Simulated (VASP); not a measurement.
# Ca (P6/mmm) in VASP: a series of runs

Runs on Ca. Level: revPBE. Tasks: single point.

All numbers are computed with VASP 6.6.1; they aren't measurements. Logs are shortened: lines on timing, memory, paths and dates and some standing lists are left out, and cuts for length are marked.

### Step 1. The cell of the first run

The structure is hexagonal, space group P6/mmm (No. 191). The conventional cell has a = 6.099 Å, b = 6.099 Å, c = 3.645 Å, α = 90.00°, β = 90.00°, γ = 120.00°. Ca (site symmetry 6/mmm) has 14 Ca at 3.65 to 3.97 Å within 4.8 Å. Ca (site symmetry -6m2) has 11 Ca at 3.52 to 3.97 Å within 4.6 Å.

This isn't the form of Ca at room conditions, which is fcc.

### Step 2. Single point, revPBE (39.15 Å³/atom)

INCAR

```
  ALGO = Normal
  EDIFF = 1E-6
  ENCUT = 520
  GGA = RE
  ISIF = 2
  ISMEAR = -1
  LASPH = True
  LCHARG = True
  LELF = True
  LREAL = False
  LVHAR = True
  LWAVE = False
  NBANDS = 22
  NELM = 80
  PREC = Accurate
  SIGMA = 0.1
```

KPOINTS

```
k-points
0
Gamma
  7 7 9
```

POSCAR

```
Ca
1.0
    6.0991541636      0.0000000000      0.0000000000
   -3.0495770818      5.2820224472      0.0000000000
    0.0000000000      0.0000000000      3.6454793177
Ca
3
Direct
    1.0000000000      1.0000000000      0.0000000000
    0.3333333333      0.6666666667      0.5000000000
    0.6666666667      0.3333333333      0.5000000000
```

Potentials or basis: VASP PAW PBE potentials, release 64 (Ca_sv).

Launch:

```bash
> cat potpaw_PBE.64/Ca_sv/POTCAR > POTCAR
> mpirun -np 1 vasp_std > vasp.out
```

OUTCAR:

```text
EDIFF = 1E-6
   ENCUT = 520
   GGA = RE
   ISIF = 2
   ISMEAR = -1
   LASPH = True
   LREAL = False
   NELM = 80
   PREC = Accurate

 ion  position               nearest neighbor table
   1  0.000  0.000  0.000-
   2  0.333  0.667  0.500-
   3  0.667  0.333  0.500-

  LATTYP: Found a hexagonal cell.
 ALAT       =     6.0991541636
 C/A-ratio  =     0.5977024387

  Lattice vectors:

 A1 = (   6.0991541636,   0.0000000000,   0.0000000000)
 A2 = (  -3.0495770818,   5.2820224472,   0.0000000000)
 A3 = (   0.0000000000,   0.0000000000,   3.6454793177)

Analysis of symmetry for initial positions (statically):
=====================================================================
 Subroutine PRICEL returns:
 Original cell was already a primitive cell.

 Routine SETGRP: Setting up the symmetry group for a
 hexagonal supercell.

 Subroutine GETGRP returns: Found 24 space group operations
 (whereof 24 operations were pure point group operations)
 out of a pool of 24 trial point group operations.

The static configuration has the point symmetry D_6h.

Analysis of symmetry for dynamics (positions and initial velocities):
=====================================================================
 Subroutine PRICEL returns:
 Original cell was already a primitive cell.

 Routine SETGRP: Setting up the symmetry group for a
 hexagonal supercell.

 Subroutine GETGRP returns: Found 24 space group operations
 (whereof 24 operations were pure point group operations)
 out of a pool of 24 trial point group operations.

The dynamic configuration has the point symmetry D_6h.

 Subroutine INISYM returns: Found 24 space group operations
 (whereof 24 operations are pure point group operations),
 and found     1 'primitive' translations

----------------------------------------------------------------------------------------

                                     Primitive cell

  volume of cell :     117.4423

  direct lattice vectors                    reciprocal lattice vectors
     6.099154164  0.000000000  0.000000000     0.163957161  0.094660711  0.000000000
    -3.049577082  5.282022447  0.000000000     0.000000000  0.189321422  0.000000000
[... 81 lines left out ...]
   ISPIN  =      1    spin polarized calculation?
   LNONCOLLINEAR =      F non collinear calculations
   LSORBIT =      F    spin-orbit coupling
   LASPH  =      T    aspherical Exc in radial PAW
   ENCUT  =  520.0 eV  38.22 Ry    6.18 a.u.  11.34 11.34  6.78*2*pi/ulx,y,z
   NELM   =     80;   NELMIN=  2; NELMDL= -5     # of ELM steps
   EDIFF  = 0.1E-05   stopping-criterion for ELM
   LREAL  =      F    real-space projection
   EDIFFG = 0.1E-04   stopping-criterion for IOM
   NSW    =      0    number of steps for IOM
   IBRION =     -1    ionic relax: 0-MD 1-quasi-New 2-CG
   NFREE  =      0    steps in history (QN), initial steepest desc. (CG)
   ISIF   =      2    stress and relaxation
   ISYM   =      2    0-nonsym 1-usesym 2-fastsym
   POTIM  = 0.5000    time-step for ionic-motion
   TEBEG  =    0.0;   TEEND  =   0.0 temperature during run
   PSTRESS=    0.0 pullay stress
   NELECT =      30.0000    total number of electrons
   NUPDOWN=      -1.0000    fix difference up-down
   EMIN   =  10.00;   EMAX   =-10.00  energy-range for DOS
   EFERMI =   0.00;   METHOD = LEGACY
   ISMEAR =    -1;   SIGMA  =   0.10  broadening in eV -4-tet -1-fermi 0-gaus
   EFERMI_NEDOS =   21; number of points for ismear=-14 and -15
   IALGO  =     38    algorithm
   IMIX   =      4    mixing-type and parameters
     AMIX     =   0.40;   BMIX     =  1.00
     AMIX_MAG =   1.60;   BMIX_MAG =  1.00
  volume/ion in A,a.u.               =      39.15       264.18
  Fermi-wavevector in a.u.,A,eV,Ry     =   1.038741  1.962935 14.680440  1.078982
  Thomas-Fermi vector in A             =   2.173239
   LORBIT       =      0    0 simple, 1 ext, 2 COOP (PROOUT), +10 PAW based schemes
   GGA     = RE    functional components
   LHFCALC =     F    Hartree Fock is set to
   AEXX    =    0.0000 exact exchange contribution
   IVDW    =     0    specifies the selected vdW correction
   LEPSILON=     F    determine dielectric tensor
   LRPA    =     F    only Hartree local field effects (RPA)
 non-spin polarized calculation
  energy-cutoff  :      520.00
  volume of cell :      117.44
 maximum number of plane-waves:      3181
 NGX is ok and might be reduce to    48
   NGX = 23   NGY = 23   NGZ = 13

 number of electron      30.0000008 magnetization

 Free energy of the ion-electron system (eV)
  ---------------------------------------------------
  ext. energy  EPLUGINS =         0.00000000
  ---------------------------------------------------
  free energy    TOTEN  =        -5.10067352 eV

  energy without entropy =       -4.94626920  energy(sigma->0) =       -5.02347136

 E-fermi :   2.3780     XC(G=0):  -7.8692

 val. band max:        2.3733393388   @ k =   0.4286   0.0000   0.0000
 cond. band min:       2.3808912834   @ k =   0.2857   0.0000   0.1111
 fundamental gap:      0.0075519446
 Fermi energy:         2.3779723834

 k-point     1 :       0.0000    0.0000    0.0000
  band No.  band energies     occupation
      1     -39.6163      2.00000
      2     -39.5895      2.00000
      3     -39.5173      2.00000
      4     -20.6394      2.00000
      5     -20.6394      2.00000
      6     -20.5314      2.00000
[... 589 lines left out ...]
     21       4.2753      0.00000
     22       4.7921      0.00000

 [... further k-points ...]

------------------------ aborting loop because EDIFF is reached ----------------------------------------

  FORCE on cell =-STRESS in cart. coord.  units (eV):
  Direction    XX          YY          ZZ          XY          YZ          ZX
  --------------------------------------------------------------------------------------
  -------------------------------------------------------------------------------------
  Total        1.9194009      1.9194009      1.6977464      0.0000000      0.0000000      0.0000000
  in kB       26.1849528     26.1849528     23.1610859      0.0000000      0.0000000      0.0000000
  external PRESSURE =      25.1769972 kB  Pullay stress =       0.0000000 kB

 VOLUME and BASIS-vectors are now :
 -----------------------------------------------------------------------------
  energy-cutoff  :      520.00
  volume of cell :      117.44
      direct lattice vectors                 reciprocal lattice vectors
     6.099154164  0.000000000  0.000000000     0.163957161  0.094660711  0.000000000
    -3.049577082  5.282022447  0.000000000     0.000000000  0.189321422  0.000000000
     0.000000000  0.000000000  3.645479318     0.000000000  0.000000000  0.274312350

 POSITION                                       TOTAL-FORCE (eV/Angst)
 -----------------------------------------------------------------------------------
      0.00000      0.00000      0.00000        -0.000000      0.000000      0.000000
     -0.00000      3.52135      1.82274         0.000000     -0.000000      0.000000
      3.04958      1.76067      1.82274        -0.000000      0.000000      0.000000
 -----------------------------------------------------------------------------------
    total drift:                               -0.000000      0.000000     -0.000000

  FREE ENERGIE OF THE ION-ELECTRON SYSTEM (eV)
  ---------------------------------------------------
  free  energy   TOTEN  =        -5.1006735221 eV

  energy  without entropy=       -4.9462691997  energy(sigma->0) =       -5.02347136
```

OSZICAR:

```text
N       E                     dE             d eps       ncg     rms          rms(c)
DAV:   1     0.279064634241E+03    0.27906E+03   -0.14666E+04  1768   0.126E+03
DAV:   2     0.101476618373E+02   -0.26892E+03   -0.26489E+03  1868   0.369E+02
DAV:   3    -0.402207272688E+01   -0.14170E+02   -0.13668E+02  3354   0.641E+01
DAV:   4    -0.510005985173E+01   -0.10780E+01   -0.10698E+01  2758   0.158E+01
DAV:   5    -0.513333280114E+01   -0.33273E-01   -0.33243E-01  2632   0.282E+00    0.390E+00
DAV:   6    -0.510568805263E+01    0.27645E-01   -0.71753E-02  2462   0.210E+00    0.230E+00
DAV:   7    -0.510151837588E+01    0.41697E-02   -0.56393E-02  2158   0.230E+00    0.205E-01
DAV:   8    -0.510051317287E+01    0.10052E-02   -0.59474E-03  2364   0.640E-01    0.113E-01
DAV:   9    -0.510061859253E+01   -0.10542E-03   -0.62652E-04  2964   0.113E-01    0.659E-02
DAV:  10    -0.510072425698E+01   -0.10566E-03   -0.32536E-04  2238   0.201E-01    0.150E-01
DAV:  11    -0.510067402239E+01    0.50235E-04   -0.15006E-04  2210   0.138E-01    0.596E-03
DAV:  12    -0.510067520292E+01   -0.11805E-05   -0.76578E-06  2546   0.154E-02    0.458E-03
DAV:  13    -0.510067372626E+01    0.14767E-05   -0.59708E-07  1438   0.647E-03    0.701E-04
DAV:  14    -0.510067352212E+01    0.20414E-06   -0.13098E-07  1360   0.346E-03
   1 F= -.51006735E+01 E0= -.50234714E+01  d E =-.154404E+00
```

It took 2.8 min on 1 thread of Intel Xeon 8259CL, shared host; peak memory 0.28 GiB.

Results:

| Quantity | Value |
| --- | --- |
| Free energy | -5.1007 eV |
| Pressure | 2.5 GPa |
| Band gap on the k mesh | zero (bands 15 and 16 overlap by 0.21 eV) |

Stress tensor (GPa, compression positive):
```
2.62 0.00 0.00
0.00 2.62 0.00
0.00 0.00 2.32
```

Levels at points of the mesh, in eV from the Fermi level:
```
           k point  band 11  band 12  band 13  band 14  band 15  band 16  band 17  band 18  band 19  band 20
(0.00, 0.00, 0.00)   -22.81   -22.80    -4.17     0.12     0.14     0.14     0.18     0.18     0.89     2.16
```

Caveat: the PAW data sets were made with another functional, which shifts forces and pressure a little.

### Step 3. Single point, revPBE (40.93 Å³/atom)

This run uses another cell than the first one, of 40.93 Å³/atom.

INCAR

```
PREC     = Accurate       # precision mode
ENCUT    = 520            # plane-wave cutoff, eV
EDIFF    = 1E-7           # SCF threshold, eV
ISMEAR   = -1             # smearing method
SIGMA    = 0.1            # smearing width, eV
LREAL    = False          # projectors in reciprocal space
LASPH    = True           # aspherical terms in the spheres
NELM     = 100            # most SCF steps
ALGO     = Normal         # electronic algorithm
ISIF     = 2              # what is computed and relaxed
LWAVE    = False          # write WAVECAR
LCHARG   = False          # write CHGCAR
GGA      = RE             # functional
NBANDS   = 22             # bands
```

KPOINTS

```
regular mesh
0
Gamma
  7 7 9
```

POSCAR

```
Ca
1.0
    6.1901997381      0.0000000000      0.0000000000
   -3.0950998691      5.3608702277      0.0000000000
    0.0000000000      0.0000000000      3.6998974797
Ca
3
Direct
    1.0000000000      1.0000000000      0.0000000000
    0.3333333333      0.6666666667      0.5000000000
    0.6666666667      0.3333333333      0.5000000000
```

Potentials or basis: VASP PAW PBE potentials, release 64 (Ca_sv).

Launch:

```bash
> cat potpaw_PBE.64/Ca_sv/POTCAR > POTCAR
> mpirun -np 1 vasp_std > vasp.out
```

Run time: 2.7 min. Hardware: 1 thread of Intel Xeon 8259CL, shared host; peak memory 0.28 GiB.

Results (log left out):

| Property | Result |
| --- | --- |
| Free energy | -5.1689 eV |
| Pressure | 1.5 GPa |
| Band gap on the k mesh | zero (bands 15 and 16 overlap by 0.28 eV) |

Stress tensor (GPa, compression positive):
```
1.61 0.00 0.00
0.00 1.61 0.00
0.00 0.00 1.40
```

Levels at points of the mesh, in eV from the Fermi level:
| k point | band 12 | band 13 | band 14 | band 15 | band 16 | band 17 | band 18 | band 19 |
| --- | --- | --- | --- | --- | --- | --- | --- | --- |
| (0.00, 0.00, 0.00) | -22.90 | -4.09 | 0.14 | 0.14 | 0.14 | 0.17 | 0.17 | 0.83 |

Caveat: the PAW data sets were made with another functional, which shifts forces and pressure a little.
